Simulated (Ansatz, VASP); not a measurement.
# Two plane-wave programs on CdH4

INCAR

```
SYSTEM = CdH4
ALGO = Normal
EDIFF = 1E-6
ENCUT = 520
GGA = PE
ISIF = 2
ISMEAR = 0
LASPH = .TRUE.
LCHARG = .TRUE.
LELF = .TRUE.
LREAL = .FALSE.
LVHAR = .TRUE.
LWAVE = .FALSE.
NBANDS = 27
NELM = 60
PREC = Accurate
SIGMA = 0.2879
```

The input KPOINTS:

```
k-points
0
G
  5 5 5
  0 0 0
```

The input POSCAR:

```
CdH4
1.0
    0.0000000000      4.4401230000      0.0000000000
    4.3324460000     -2.2200620000      0.0000000000
   -0.1495750000      2.2200620000     -7.4573960000
Cd H
2 8
Direct
    0.9258000000      0.7500000000      0.7500000000
    0.0742000000      0.2500000000      0.2500000000
    0.9698000000      0.4509000000      0.8035000000
    0.3224000000      0.0491000000      0.6965000000
    0.0302000000      0.5491000000      0.1965000000
    0.6776000000      0.9509000000      0.3035000000
    0.7493000000      0.6467000000      0.5765000000
    0.6791000000      0.8533000000      0.9235000000
    0.2507000000      0.3533000000      0.4235000000
    0.3209000000      0.1467000000      0.0765000000
```

Input for Ansatz:

```yaml
crystal:
  lattice:
    - [0.0, 4.440123, 0.0]
    - [4.332446, -2.220062, 0.0]
    - [-0.149575, 2.220062, -7.457396]
  atoms:
    - { symbol: Cd, position: [0.9258, 0.75, 0.75] }
    - { symbol: Cd, position: [0.0742, 0.25, 0.25] }
    - { symbol: H, position: [0.9698, 0.4509, 0.8035] }
    - { symbol: H, position: [0.3224, 0.0491, 0.6965] }
    - { symbol: H, position: [0.0302, 0.5491, 0.1965] }
    - { symbol: H, position: [0.6776, 0.9509, 0.3035] }
    - { symbol: H, position: [0.7493, 0.6467, 0.5765] }
    - { symbol: H, position: [0.6791, 0.8533, 0.9235] }
    - { symbol: H, position: [0.2507, 0.3533, 0.4235] }
    - { symbol: H, position: [0.3209, 0.1467, 0.0765] }
  symmetry: { tolerance: 0.0003 }
kpoints:
  mp_grid: { grid: [5, 5, 5], shift: [0, 0, 0] }
magnetization:
  spin_polarized: false
scf:
  occupations: { method: gaussian, width: 0.2879 }
hamiltonian:
  pseudopotentials: { kind: paw }
  xc: pbe
basis:
  ecutwfc: 420
output:
  forces: true
  stress: true
  eigenvalues: true
```

Alike in both runs: task single point; functional PBE; k mesh 5 × 5 × 5; occupations gaussian, width 0.2879 eV; no spin polarisation.

|  | VASP | Ansatz |
| --- | --- | --- |
| version | VASP 6.6.1 | Ansatz 0.2.0 |
| potentials or method | VASP PAW PBE potentials, release 64 (Cd, H), cutoff 520 eV | PAW plane waves |
| valence electrons in the cell | 32 | 48 |

VASP gave:

* gap on the k mesh at the Fermi level (eV): none
* pressure (GPa): 3.7
* traceless stress, the component that is largest in VASP (GPa): -1.38
* rms of the force components (eV/Å): 0.803

Task: What did Ansatz give for the same quantities?

Result: gap on the k mesh at the Fermi level (eV): none; pressure (GPa): 3.4; traceless stress, the component that is largest in VASP (GPa): -1.37; rms of the force components (eV/Å): 0.767.

Atom by atom the forces differ by 0.036 eV/Å (rms over components). A gap of «none» marks a metal or a gap that the smearing closes. With one functional, cell and mesh, what is left measures potentials, basis and numerics. VASP's potentials hold 32 valence electrons a cell and Ansatz's 48, so a difference there can come from the potentials and not from the codes.
